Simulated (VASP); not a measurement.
# ScAs2 (I-4m2) in VASP: a series of runs

The runs below take ScAs2 through single point, relaxation of cell and atoms, with PBE.

Everything below comes from runs of VASP 6.6.1. Logs are shortened: lines on timing, memory, paths and dates and some standing lists are left out, and cuts for length are marked.

### Step 1. The cell of the first run

Symmetry: I-4m2, No. 119, tetragonal system. Conventional cell: a = 5.308 Å, b = 5.308 Å, c = 5.308 Å, α = 90.00°, β = 90.00°, γ = 90.00°. Within 3.5 Å of Sc (site symmetry -4m2) lie 4 As at 2.66 Å. As (site symmetry 2mm) has 2 As at 2.49 to 2.82 Å and 2 Sc at 2.66 Å within 3.3 Å.

The cell was generated, and may not be a known phase.

### Step 2. Single point, PBE

The input, INCAR:

```
SYSTEM = ScAs2
PREC = Accurate
ENCUT = 520
EDIFF = 1E-6
ISMEAR = 0
SIGMA = 0.1
LREAL = .False.
LASPH = .True.
NELM = 100
ALGO = Normal
ISIF = 2
LWAVE = .False.
LCHARG = .False.
GGA = PE
NBANDS = 18
```

The input, KPOINTS:

```
regular mesh
0
Gamma
  6 6 6
  0 0 0
```

The input, POSCAR:

```
ScAs2
1.0
   -2.6540938332      2.6540938332      2.6541879718
    2.6540938332     -2.6540938332      2.6541879718
    2.6540938332      2.6540938332     -2.6541879718
Sc As
1 2
Direct
    0.0000000000      0.0000000000      0.0000000000
    0.0155131122      0.5155131122      0.5000000000
    0.4844868878      0.9844868878      0.5000000000
```

Potentials or basis: VASP PAW PBE potentials, release 64 (Sc_sv, As).

Started as:

```
$ cat potpaw_PBE.64/Sc_sv/POTCAR potpaw_PBE.64/As/POTCAR > POTCAR
$ mpirun -np 1 vasp_std > vasp.out
```

OUTCAR:

```text
SYSTEM = ScAs2
   PREC = Accurate
   ENCUT = 520
   EDIFF = 1E-6
   ISMEAR = 0
   LREAL = .False.
   LASPH = .True.
   NELM = 100
   ISIF = 2
   GGA = PE

 ion  position               nearest neighbor table
   1  0.000  0.000  0.000-   2 2.66   3 2.66   2 2.66   3 2.66
   2  0.016  0.516  0.500-   3 2.49   1 2.66   1 2.66   3 2.82
   3  0.484  0.984  0.500-   2 2.49   1 2.66   1 2.66   2 2.82

  LATTYP: Found a body centered tetragonal cell.
 ALAT       =     5.3081876664
 C/A-ratio  =     1.0000354692

  Lattice vectors:

 A1 = (  -2.6540938332,   2.6540938332,   2.6541879718)
 A2 = (   2.6540938332,  -2.6540938332,   2.6541879718)
 A3 = (   2.6540938332,   2.6540938332,  -2.6541879718)

Analysis of symmetry for initial positions (statically):
=====================================================================
 Subroutine PRICEL returns:
 Original cell was already a primitive cell.

 Routine SETGRP: Setting up the symmetry group for a
 body centered tetragonal supercell.

 Subroutine GETGRP returns: Found  8 space group operations
 (whereof  8 operations were pure point group operations)
 out of a pool of 16 trial point group operations.

The static configuration has the point symmetry D_2d.

Analysis of symmetry for dynamics (positions and initial velocities):
=====================================================================
 Subroutine PRICEL returns:
 Original cell was already a primitive cell.

 Routine SETGRP: Setting up the symmetry group for a
 body centered tetragonal supercell.

 Subroutine GETGRP returns: Found  8 space group operations
 (whereof  8 operations were pure point group operations)
 out of a pool of 16 trial point group operations.

The dynamic configuration has the point symmetry D_2d.

 Subroutine INISYM returns: Found  8 space group operations
 (whereof  8 operations are pure point group operations),
 and found     1 'primitive' translations

----------------------------------------------------------------------------------------

                                     Primitive cell

  volume of cell :      74.7867

  direct lattice vectors                    reciprocal lattice vectors
    -2.654093833  2.654093833  2.654187972     0.000000000  0.188388215  0.188381533
     2.654093833 -2.654093833  2.654187972     0.188388215  0.000000000  0.188381533
     2.654093833  2.654093833 -2.654187972     0.188388215  0.188388215  0.000000000

[... 84 lines left out ...]
   NELM   =    100;   NELMIN=  2; NELMDL= -5     # of ELM steps
   EDIFF  = 0.1E-05   stopping-criterion for ELM
   LREAL  =      F    real-space projection
   EDIFFG = 0.1E-04   stopping-criterion for IOM
   NSW    =      0    number of steps for IOM
   IBRION =     -1    ionic relax: 0-MD 1-quasi-New 2-CG
   NFREE  =      0    steps in history (QN), initial steepest desc. (CG)
   ISIF   =      2    stress and relaxation
   ISYM   =      2    0-nonsym 1-usesym 2-fastsym
   POTIM  = 0.5000    time-step for ionic-motion
   TEBEG  =    0.0;   TEEND  =   0.0 temperature during run
   PSTRESS=    0.0 pullay stress
   NELECT =      21.0000    total number of electrons
   NUPDOWN=      -1.0000    fix difference up-down
   EMIN   =  10.00;   EMAX   =-10.00  energy-range for DOS
   EFERMI =   0.00;   METHOD = LEGACY
   ISMEAR =     0;   SIGMA  =   0.10  broadening in eV -4-tet -1-fermi 0-gaus
   EFERMI_NEDOS =   21; number of points for ismear=-14 and -15
   IALGO  =     38    algorithm
   IMIX   =      4    mixing-type and parameters
     AMIX     =   0.40;   BMIX     =  1.00
     AMIX_MAG =   1.60;   BMIX_MAG =  1.00
  volume/ion in A,a.u.               =      24.93       168.23
  Fermi-wavevector in a.u.,A,eV,Ry     =   1.072029  2.025841 15.636443  1.149246
  Thomas-Fermi vector in A             =   2.207787
   LORBIT       =      0    0 simple, 1 ext, 2 COOP (PROOUT), +10 PAW based schemes
   GGA     = PE    functional components
   LHFCALC =     F    Hartree Fock is set to
   AEXX    =    0.0000 exact exchange contribution
   IVDW    =     0    specifies the selected vdW correction
   LEPSILON=     F    determine dielectric tensor
   LRPA    =     F    only Hartree local field effects (RPA)
 non-spin polarized calculation
 Gauss-broadening in eV      SIGMA  =   0.10
  energy-cutoff  :      520.00
  volume of cell :       74.79
 maximum number of plane-waves:      2030
 NGX is ok and might be reduce to    36
   NGX = 17   NGY = 17   NGZ = 17

 number of electron      20.9999996 magnetization

 Free energy of the ion-electron system (eV)
  ---------------------------------------------------
  ext. energy  EPLUGINS =         0.00000000
  ---------------------------------------------------
  free energy    TOTEN  =       -16.53303241 eV

  energy without entropy =      -16.52799356  energy(sigma->0) =      -16.53051299

 E-fermi :   3.8647     XC(G=0):  -9.3653

 val. band max:        3.8566514850   @ k =   0.5000   0.5000   0.3333
 cond. band min:       3.9315219655   @ k =   0.1667   0.1667   0.1667
 fundamental gap:      0.0748704805
 Fermi energy:         3.8646811130

 k-point     1 :       0.0000    0.0000    0.0000
  band No.  band energies     occupation
      1     -46.5132      2.00000
      2     -25.2944      2.00000
      3     -25.0628      2.00000
      4     -25.0628      2.00000
      5      -8.8808      2.00000
      6      -4.1579      2.00000
[... 481 lines left out ...]
      5      -7.7517      2.00000
      6      -6.4110      2.00000
[... 10 lines left out ...]
     17       6.5263      0.00000
     18       7.3311      0.00000

 [... further k-points ...]

------------------------ aborting loop because EDIFF is reached ----------------------------------------

  FORCE on cell =-STRESS in cart. coord.  units (eV):
  Direction    XX          YY          ZZ          XY          YZ          ZX
  --------------------------------------------------------------------------------------
  -------------------------------------------------------------------------------------
  Total        0.0981717      0.0981717      0.0825243      0.0000000     -0.0000000      0.0000000
  in kB        2.1031620      2.1031620      1.7679422      0.0000000     -0.0000000      0.0000000
  external PRESSURE =       1.9914221 kB  Pullay stress =       0.0000000 kB

 VOLUME and BASIS-vectors are now :
 -----------------------------------------------------------------------------
  energy-cutoff  :      520.00
  volume of cell :       74.79
      direct lattice vectors                 reciprocal lattice vectors
    -2.654093833  2.654093833  2.654187972     0.000000000  0.188388215  0.188381533
     2.654093833 -2.654093833  2.654187972     0.188388215  0.000000000  0.188381533
     2.654093833  2.654093833 -2.654187972     0.188388215  0.188388215  0.000000000

 POSITION                                       TOTAL-FORCE (eV/Angst)
 -----------------------------------------------------------------------------------
      0.00000      0.00000      0.00000         0.000000     -0.000000      0.000000
      2.65409      0.00000      0.08235        -0.000000      0.000000     -0.029595
      2.65409     -0.00000      2.57184        -0.000000      0.000000      0.029595
 -----------------------------------------------------------------------------------
    total drift:                                0.000000     -0.000000      0.000000

  FREE ENERGIE OF THE ION-ELECTRON SYSTEM (eV)
  ---------------------------------------------------
  free  energy   TOTEN  =       -16.5330324083 eV

  energy  without entropy=      -16.5279935619  energy(sigma->0) =      -16.53051299
```

OSZICAR:

```text
N       E                     dE             d eps       ncg     rms          rms(c)
DAV:   1     0.149677416157E+03    0.14968E+03   -0.87548E+03  1080   0.104E+03
DAV:   2    -0.702841352356E+01   -0.15671E+03   -0.15325E+03  1080   0.305E+02
DAV:   3    -0.181408732501E+02   -0.11112E+02   -0.10765E+02  1490   0.748E+01
DAV:   4    -0.185389616758E+02   -0.39809E+00   -0.39667E+00  1548   0.158E+01
DAV:   5    -0.185480807859E+02   -0.91191E-02   -0.91129E-02  1448   0.249E+00    0.764E+00
DAV:   6    -0.166297170626E+02    0.19184E+01   -0.61286E+00  1648   0.224E+01    0.260E+00
DAV:   7    -0.165637371556E+02    0.65980E-01   -0.16770E-01  1344   0.320E+00    0.161E+00
DAV:   8    -0.165327197184E+02    0.31017E-01   -0.70676E-02  1658   0.192E+00    0.181E-01
DAV:   9    -0.165328805618E+02   -0.16084E-03   -0.29127E-03  1190   0.332E-01    0.102E-01
DAV:  10    -0.165330349421E+02   -0.15438E-03   -0.35294E-04  1508   0.183E-01    0.277E-02
DAV:  11    -0.165330358536E+02   -0.91148E-06   -0.61795E-05  1680   0.679E-02    0.167E-02
DAV:  12    -0.165330350171E+02    0.83653E-06   -0.56923E-05  1560   0.621E-02    0.102E-02
DAV:  13    -0.165330324295E+02    0.25876E-05   -0.23329E-05  1494   0.403E-02    0.187E-03
DAV:  14    -0.165330324083E+02    0.21126E-07   -0.55932E-07   638   0.621E-03
   1 F= -.16533032E+02 E0= -.16530513E+02  d E =-.503885E-02
```

Wall time 18 s (1 thread of Intel Xeon 6975P-C (Granite Rapids), shared host); peak memory 0.22 GiB.

Results:

* Free energy: -16.5330 eV
* Pressure: 0.2 GPa
* Largest force: 0.030 eV/Å
* Band gap on the k mesh: zero (an odd number of electrons rules out a gap without spin polarisation)

Forces in eV/Å, atoms in the order of the input:
```
Sc   0.000  0.000  0.000
As   0.000  0.000 -0.030
As   0.000  0.000  0.030
```

### Step 3. Single point, PBE

This run uses another cell than the first one, of 24.76 Å³/atom.

The input, INCAR:

```
ALGO     = Normal         # electronic algorithm
EDIFF    = 1E-7           # SCF threshold, eV
ENCUT    = 520            # plane-wave cutoff, eV
GGA      = PE             # functional
ISIF     = 2              # what is computed and relaxed
ISMEAR   = 0              # smearing method
LASPH    = True           # aspherical terms in the spheres
LCHARG   = True           # write CHGCAR
LELF     = True           # ELF
LREAL    = False          # projectors in reciprocal space
LVHAR    = True         
LWAVE    = False          # write WAVECAR
NBANDS   = 18             # bands
NELM     = 80             # most SCF steps
PREC     = Accurate       # precision mode
SIGMA    = 0.1            # smearing width, eV
```

The input, KPOINTS:

```
k-points
0
Gamma
  12 12 12
```

The input, POSCAR:

```
ScAs2
1.0
   -2.6607957264      2.6607957264      2.6231409761
    2.6607957264     -2.6607957264      2.6231409761
    2.6607957264      2.6607957264     -2.6231409761
Sc As
1 2
Direct
    0.0000000000      0.0000000000      0.0000000000
    0.0106072508      0.5106072508      0.5000000000
    0.4893927492      0.9893927492      0.5000000000
```

Potentials or basis: VASP PAW PBE potentials, release 64 (Sc_sv, As).

Started as:

```
$ cat potpaw_PBE.64/Sc_sv/POTCAR potpaw_PBE.64/As/POTCAR > POTCAR
$ mpirun -np 1 vasp_std > vasp.out
```

Run time: 90 s. Hardware: 1 thread of Intel Xeon 6975P-C (Granite Rapids), shared host; peak memory 0.36 GiB.

Results (log left out):

```yaml
Free_energy: -16.5325 eV
Pressure: 0.2 GPa
Largest_force: 0.032 eV/Å
Band_gap_on_the_k_mesh: zero (an odd number of electrons rules out a gap without spin polarisation)
```

Forces on the atoms (eV/Å):
```
Sc   0.000  0.000  0.000
As   0.000  0.000 -0.032
As   0.000  0.000  0.032
```

Levels at points of the mesh, in eV from the Fermi level:
```tsv
k point	band 7	band 8	band 9	band 10	band 11	band 12	band 13	band 14	band 15	band 16
(0.00, 0.00, 0.00)	-4.22	-1.23	-1.23	-0.20	-0.20	0.29	0.39	0.39	0.73	2.17
(0.50, 0.00, 0.00)	-3.19	-2.24	-1.71	-1.69	-0.53	0.64	1.51	1.58	2.31	2.73
(0.50, 0.50, 0.00)	-5.10	-4.93	-2.48	-1.99	1.46	1.52	1.57	2.02	2.76	3.30
(0.50, 0.50, 0.50)	-5.22	-3.82	-3.82	0.83	1.36	1.38	1.38	2.01	2.01	2.11
```

### Step 4. Relaxation of cell and atoms, PBE

The input, INCAR:

```
SYSTEM = ScAs2
ALGO = Normal
EDIFF = 1E-6
EDIFFG = -0.01
ENCUT = 600
GGA = PE
IBRION = 2
ISIF = 3
ISMEAR = 0
LASPH = .TRUE.
LCHARG = .FALSE.
LREAL = .FALSE.
LWAVE = .FALSE.
NELM = 100
NSW = 100
PREC = Accurate
SIGMA = 0.1
```

The input, KPOINTS:

```
k-points
0
G
  12 12 12
  0 0 0
```

The input, POSCAR:

```
ScAs2
1.0
   -2.6540938332      2.6540938332      2.6541879718
    2.6540938332     -2.6540938332      2.6541879718
    2.6540938332      2.6540938332     -2.6541879718
Sc As
1 2
Direct
    0.0000000000      0.0000000000      0.0000000000
    0.0155131122      0.5155131122      0.5000000000
    0.4844868878      0.9844868878      0.5000000000
```

Started as:

```
$ cat potpaw_PBE.64/Sc_sv/POTCAR potpaw_PBE.64/As/POTCAR > POTCAR
$ mpirun -np 1 vasp_std > vasp.out
```

It took 5.7 min on 1 thread of Intel Xeon 6975P-C (Granite Rapids), shared host; peak memory 0.44 GiB.

Results (log left out):

| Item | Value |
| --- | --- |
| Free energy | -16.5330 eV |
| Relaxed volume | 24.82 Å³/atom |
| Relaxed cell | a = 4.591 Å, b = 4.591 Å, c = 4.591 Å, α = 109.08°, β = 109.08°, γ = 110.26° |
| Space group after relaxing (to 0.1 Å) | I-4m2 (No. 119) |
| Energy gained by relaxing | 1.8 meV/atom |
| Ionic steps | 7 |
| Pressure after relaxing | 0.0 GPa |
| Largest force after relaxing | 0.004 eV/Å |
| Band gap on the k mesh | zero (an odd number of electrons rules out a gap without spin polarisation) |

Forces on the atoms (eV/Å):
```
Sc   0.000  0.000  0.000
As   0.000  0.000 -0.004
As   0.000  0.000  0.004
```

Step by step:
```csv
step,energy change (eV),largest force (eV/Å),pressure (GPa),volume (Å³)
1,0.0000,0.0881,0.21,74.79
2,-0.0023,0.1043,-0.23,75.14
3,-0.0023,0.1044,-0.23,75.14
4,-0.0037,0.0836,-0.11,74.88
5,-0.0050,0.0467,0.19,74.28
6,-0.0054,0.0119,-0.10,74.54
7,-0.0055,0.0043,-0.01,74.46
```

Final structure:
```xyz
3
Lattice="-2.6632 2.6632 2.6246 2.6632 -2.6632 2.6246 2.6632 2.6632 -2.6246" Properties=species:S:1:pos:R:3 pbc="T T T"
Sc    0.0000    0.0000    0.0000
As    2.6632    0.0000    0.0505
As    2.6632    0.0000    2.5741
```

Levels at points of the mesh, in eV from the Fermi level:
```tsv
k point	band 9	band 10	band 11	band 12	band 13	band 14
(0.00, 0.00, 0.00)	-1.22	-0.20	-0.20	0.30	0.39	0.39
(0.50, 0.00, 0.00)	-1.71	-1.70	-0.51	0.62	1.51	1.58
(0.50, 0.50, 0.00)	-2.48	-1.98	1.46	1.51	1.57	2.01
(0.50, 0.50, 0.50)	-3.81	0.83	1.36	1.38	1.38	2.00
```

### Step 5. The runs side by side

| task | cell | k mesh | cutoff (eV) | gap on the mesh (eV) | pressure (GPa) | largest force (eV/Å) |
| --- | --- | --- | --- | --- | --- | --- |
| single point | a = 4.597 Å, angles 109.5°, 3 atoms, atomic positions A | 6 × 6 × 6 | 520 | none | 0.2 | 0.03 |
| single point | a = 4.587 Å, angles 109.1, 109.1, 110.2°, 3 atoms, atomic positions B | 12 × 12 × 12 | 520 | none | 0.2 | 0.03 |
| relaxation of cell and atoms | relaxed from a = 4.597 Å, angles 109.5°, 3 atoms, atomic positions A | 12 × 12 × 12 | 600 | none | 0.0 | - |

Alike in all rows: level PBE; potentials or basis VASP PAW PBE potentials, release 64 (Sc_sv, As); no spin polarisation; smearing gaussian 0.1 eV.

Absolute energies hang on the potentials; compare differences alone.

The gap in the log of VASP goes by the Fermi energy; the results here count the filled bands.